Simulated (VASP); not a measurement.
Set up this calculation in VASP 6.6.1, as the native input.

```
Task                   : single point
Functional             : PBE
Potentials or basis    : VASP PAW PBE potentials, release 64 (Zr_sv, C)
Cutoff                 : 520 eV
k mesh                 : 9 × 9 × 1
Occupations            : gaussian, width 0.1 eV
Spin                   : no spin polarisation
Dipole correction      : yes
Further INCAR settings : ALGO = Normal; EDIFF = 1e-07; NBANDS = 33
```

The structure of ZrC lies in POSCAR:

```
ZrC
1.0
    3.3294863369      0.0000000000      0.0000000000
    0.0000000000      3.3294863369      0.0000000000
    0.0000000000      0.0000000000     18.7086047334
Zr C
3 3
Direct
    0.0000000000      0.0000000000      0.3741593828
    0.5000000000      0.5000000000      0.4962640442
    0.0000000000      0.0000000000      0.6170347358
    0.5000000000      0.5000000000      0.3741593828
    0.0000000000      0.0000000000      0.4959397841
    0.5000000000      0.5000000000      0.6207898422
```

The input as run:

INCAR

```
SYSTEM = ZrC
  PREC = Accurate
  ENCUT = 520
  EDIFF = 1E-7
  ISMEAR = 0
  SIGMA = 0.1
  LREAL = .FALSE.
  LASPH = .TRUE.
  NELM = 100
  ALGO = Normal
  ISIF = 2
  LWAVE = .FALSE.
  LCHARG = .FALSE.
  LDIPOL = .TRUE.
  IDIPOL = 3
  DIPOL = 0.5 0.5 0.496
  GGA = PE
  NBANDS = 33
```

KPOINTS

```
Automatic mesh
0
G
  9 9 1
  0 0 0
```

Potentials or basis: VASP PAW PBE potentials, release 64 (Zr_sv, C).

The run is started by

```console
$ cat potpaw_PBE.64/Zr_sv/POTCAR potpaw_PBE.64/C/POTCAR > POTCAR
$ mpirun -np 1 vasp_std > vasp.out
```

Results of the run:

| Property | Result |
| --- | --- |
| Largest force | 0.541 eV/Å |
| Band gap on the k mesh | zero (band 24 reaches 1.46 eV, above the bottom of band 25 at 1.35 eV) |

Wall time 110 s on 1 thread of Intel(R) Xeon(R) 6975P-C (Granite Rapids), with other jobs on the host, peak memory 0.35 GiB.
